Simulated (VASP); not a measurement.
# FeCo (Pm-3m) in VASP: a run that goes wrong, beside a sound one

A flawed run on FeCo and a sound one for comparison.

Everything below comes from runs of VASP 6.6.1. Logs are shortened: lines on timing, memory, paths and dates and some standing lists are left out, and cuts for length are marked.

### 1 The cell of the first run

The structure is cubic, space group Pm-3m (No. 221). Conventional cell: a = 2.857 Å, b = 2.857 Å, c = 2.857 Å, α = 90.00°, β = 90.00°, γ = 90.00°. Co (site symmetry m-3m) has 8 Fe at 2.47 Å and 6 Co at 2.86 Å within 3.3 Å. Fe (site symmetry m-3m) has 8 Co at 2.47 Å and 6 Fe at 2.86 Å within 3.3 Å.

### 2 A run with an altered input

Input file INCAR:

```
SYSTEM = FeCo
GGA = CA ; ISPIN = 2
MAGMOM = 2 3 ; LORBIT = 11
ISMEAR = 1 ; SIGMA = 0.1
LWAVE = .FALSE. ; LCHARG = .FALSE.
ISIF = 2 ; PREC = Accurate
LASPH = .TRUE. ; LREAL = .FALSE.
ALGO = Normal ; EDIFF = 1E-6
NELM = 60 ; GGA_COMPAT = .FALSE.
ENCUT = 400 ; LMAXMIX = 4
ICHARG = 11
```

Input file KPOINTS:

```
k-points
0
Gamma
  11 11 11
```

Input file POSCAR:

```
FeCo
1.0
    2.8570000000      0.0000000000      0.0000000000
    0.0000000000      2.8570000000      0.0000000000
    0.0000000000      0.0000000000      2.8570000000
Co Fe
1 1
Direct
    0.0000000000      0.0000000000      0.0000000000
    0.5000000000      0.5000000000      0.5000000000
```

Potentials or basis: VASP PAW LDA potentials, release 64 (Co, Fe).

Command:

```bash
$ cat potpaw_LDA.64/Co/POTCAR potpaw_LDA.64/Fe/POTCAR > POTCAR
$ mpirun -np 1 vasp_std > vasp.out
```

OUTCAR:

```text
SYSTEM = FeCo
   GGA = CA
   ISPIN = 2
   LORBIT = 11
   ISMEAR = 1
   ISIF = 2
   PREC = Accurate
   LASPH = .TRUE.
   LREAL = .FALSE.
   EDIFF = 1E-6
[... 29 lines left out ...]
   LASPH  =      T    aspherical Exc in radial PAW
   ENCUT  =  400.0 eV  29.40 Ry    5.42 a.u.   4.66  4.66  4.66*2*pi/ulx,y,z
   NELM   =     60;   NELMIN=  2; NELMDL= -5     # of ELM steps
   EDIFF  = 0.1E-05   stopping-criterion for ELM
   LREAL  =      F    real-space projection
   EDIFFG = 0.1E-04   stopping-criterion for IOM
   NSW    =      0    number of steps for IOM
   IBRION =     -1    ionic relax: 0-MD 1-quasi-New 2-CG
   NFREE  =      0    steps in history (QN), initial steepest desc. (CG)
   ISIF   =      2    stress and relaxation
[... 23 lines left out ...]
   IVDW    =     0    specifies the selected vdW correction
   LEPSILON=     F    determine dielectric tensor
   LRPA    =     F    only Hartree local field effects (RPA)

   CSHIFT  =0.1000    complex shift for real part using Kramers Kronig

   OMEGAMAX=  -1.0    maximum frequency
 spin polarized calculation
 Methfessel and Paxton  Order N= 1 SIGMA  =   0.10
  energy-cutoff  :      400.00
  volume of cell :       23.32
 maximum number of plane-waves:       441
 NGX is ok and might be reduce to    20
```

On the terminal:

```text
POSCAR found type information on POSCAR CoFe
 POSCAR found :  2 types and       2 ions
[... 25 lines left out ...]

1
```

Run time: 0.6 s. Hardware: 1 thread of Intel Xeon Platinum 8488C (Sapphire Rapids), shared host.

The program refused the input. The fault, put in on purpose: restart asked without its files (ICHARG = 11).

### 3 Single point, LDA, collinear spin, ferromagnetic start

INCAR: that of step 2 with these lines changed.

```diff
@@ -8,4 +8,3 @@
 ALGO = Normal ; EDIFF = 1E-6
-NELM = 60 ; GGA_COMPAT = .FALSE.
+NELM = 200 ; GGA_COMPAT = .FALSE.
 ENCUT = 400 ; LMAXMIX = 4
-ICHARG = 11
```

KPOINTS is that of step 2.

POSCAR is that of step 2.

Potentials or basis: VASP PAW LDA potentials, release 64 (Co, Fe).

Command:

```bash
$ cat potpaw_LDA.64/Co/POTCAR potpaw_LDA.64/Fe/POTCAR > POTCAR
$ mpirun -np 1 vasp_std > vasp.out
```

Wall time 16 s (1 thread of Intel Xeon Platinum 8488C (Sapphire Rapids), shared host); peak memory 0.14 GiB.

It converged, with:

```yaml
Free_energy: -17.1232 eV
Pressure: -20.8 GPa
Net_moment: 4.37 μB per cell
Site_moments: Co +1.70; Fe +2.65 μB
Valence_electrons_inside_the_program's_atomic_spheres: Co 8.22; Fe 7.14
```

Levels at points of the mesh, in eV from the Fermi level:
Spin up:
```
           k point  band 8  band 9  band 10  band 11  band 12  band 13  band 14  band 15
(0.00, 0.00, 0.00)   -1.72   -0.72    -0.72    -0.72     8.96     8.96     8.96    14.68
```
Spin down:
```
           k point  band 2  band 3  band 4  band 5  band 6  band 7  band 8  band 9  band 10  band 11
(0.00, 0.00, 0.00)   -3.54   -3.54   -1.14   -1.14   -1.14    0.57    0.57    1.46     1.46     1.46
```

Caveat: the cell stands under tension.
